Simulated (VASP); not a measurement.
S, 1 atom in the cell. Symmetry: Pm-3m, No. 221, cubic system. The conventional cell has a = 2.730 Å, b = 2.730 Å, c = 2.730 Å, α = 90.00°, β = 90.00°, γ = 90.00°. Within 3.6 Å of S (site symmetry m-3m) lie 6 S at 2.73 Å. 

* Program: VASP 6.6.1
* Task: relaxation of cell and atoms
* Functional: PBE
* Potentials or basis: VASP PAW PBE potentials, release 64 (S)
* Cutoff: 600 eV
* k mesh: 7 × 7 × 7
* Occupations: fermi-dirac, width 0.02 eV
* Spin: no spin polarisation
* Target pressure: 20 GPa
* Dipole correction: no
* Further INCAR settings: ALGO = Normal; EDIFF = 1e-07; IBRION = 2; EDIFFG = -0.01; NSW = 80; ISIF = 3

Potentials or basis: VASP PAW PBE potentials, release 64 (S).

The run is started by

```console
$ cat potpaw_PBE.64/S/POTCAR > POTCAR
$ mpirun -np 1 vasp_std > vasp.out
```

Hardware: 1 thread of Intel(R) Xeon(R) 6975P-C (Granite Rapids) (shared host).

Problem. How long does it take, and how much memory?

Solution. Run time: 5.8 s on 1 thread of Intel(R) Xeon(R) 6975P-C (Granite Rapids) (shared host), peak memory 0.13 GiB. Counts: scf iterations 54, k points 20, ion steps 7.
